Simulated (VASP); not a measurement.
A run of VASP 6.6.1 is set up as follows.

The input INCAR:

```
ALGO = Normal
EDIFF = 1E-7
ENCUT = 520
GGA = PE
ISIF = 2
ISMEAR = -1
LASPH = True
LCHARG = True
LELF = True
LREAL = False
LVHAR = True
LWAVE = False
NBANDS = 14
NELM = 80
PREC = Accurate
SIGMA = 0.05
```

The input KPOINTS:

```
k-points
0
Gamma
  12 12 12
```

POSCAR

```
AlNi
1.0
    0.0000000000      2.5801401854      2.5801401854
    2.5801401854      0.0000000000      2.5801401854
    2.5801401854      2.5801401854      0.0000000000
Ni Al
1 1
Direct
    0.0000000000      0.0000000000      0.0000000000
    0.2500000000      0.2500000000      0.2500000000
```

Potentials or basis: VASP PAW PBE potentials, release 64 (Ni, Al).

The run is started by

```console
$ cat potpaw_PBE.64/Ni/POTCAR potpaw_PBE.64/Al/POTCAR > POTCAR
$ mpirun -np 1 vasp_std > vasp.out
```

(1) Estimate the pressure.

Results:

(1) 9.3 GPa.
